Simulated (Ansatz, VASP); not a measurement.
One calculation of NbGaSn2O6, two programs

INCAR

```
SYSTEM = NbGaSn2O6
PREC = Accurate ; ENCUT = 520
EDIFF = 1E-6 ; ISMEAR = 0
SIGMA = 0.01 ; LREAL = .FALSE.
LASPH = .TRUE. ; NELM = 80
ALGO = Normal ; ISIF = 2
LWAVE = .FALSE. ; LCHARG = .FALSE.
GGA = PE ; NBANDS = 56
```

KPOINTS

```
Automatic mesh
0
G
  4 4 4
  0 0 0
```

POSCAR

```
NbGaSn2O6
1.0
    0.0000000000      4.0039313600      4.0039313600
    4.0039313600      0.0000000000      4.0039313600
    4.0039313600      4.0039313600      0.0000000000
Nb Ga Sn O
1 1 2 6
Direct
    0.5000000000      0.5000000000      0.5000000000
    0.0000000000      0.0000000000      0.0000000000
    0.2500000000      0.2500000000      0.2500000000
    0.7500000000      0.7500000000      0.7500000000
    0.7510689806      0.2489310194      0.2489310194
    0.2489310194      0.7510689806      0.7510689806
    0.2489310194      0.7510689806      0.2489310194
    0.7510689806      0.2489310194      0.7510689806
    0.2489310194      0.2489310194      0.7510689806
    0.7510689806      0.7510689806      0.2489310194
```

Input for Ansatz:

```yaml
crystal:
  lattice:
    - [0.0, 4.00393136, 4.00393136]
    - [4.00393136, 0.0, 4.00393136]
    - [4.00393136, 4.00393136, 0.0]
  atoms:
    - { symbol: Nb, position: [0.5, 0.5, 0.5] }
    - { symbol: Ga, position: [0.0, 0.0, 0.0] }
    - { symbol: Sn, position: [0.25, 0.25, 0.25] }
    - { symbol: Sn, position: [0.75, 0.75, 0.75] }
    - { symbol: O, position: [0.7510689806130942, 0.24893101938690576, 0.24893101938690576] }
    - { symbol: O, position: [0.2489310193869058, 0.7510689806130942, 0.7510689806130942] }
    - { symbol: O, position: [0.24893101938690576, 0.7510689806130942, 0.24893101938690576] }
    - { symbol: O, position: [0.7510689806130942, 0.2489310193869058, 0.7510689806130942] }
    - { symbol: O, position: [0.24893101938690576, 0.24893101938690576, 0.7510689806130942] }
    - { symbol: O, position: [0.7510689806130942, 0.7510689806130942, 0.2489310193869058] }
basis:
  ecutwfc: 470.0
kpoints:
  mp_grid:
    grid: [4, 4, 4]
hamiltonian:
  xc: pbe
scf:
  convergence:
    dr2_threshold: 1.0e-07
  occupations:
    method: fixed
output:
  write_density: true
  write_potential: true
  volumetric_format: npy
  elf: true
  stress: true
```

Alike in both runs: task single point; functional PBE; k mesh 4 × 4 × 4; no spin polarisation.

|  | VASP | Ansatz |
| --- | --- | --- |
| version | VASP 6.6.1 | Ansatz 0.2.0 |
| potentials or method | VASP PAW PBE potentials, release 64 (Nb_sv, Ga_d, Sn_d, O), cutoff 520 eV | plane waves, PAW |
| occupations | gaussian, width 0.01 eV | fixed |
| valence electrons in the cell | 90 | 90 |

```csv
,VASP,Ansatz,Ansatz less VASP
gap on the k mesh at the Fermi level (eV),1.96,1.97,+0.003
pressure (GPa),-2.5,-2.5,-0.03
```

Ansatz's warnings: stress scf threshold loose.
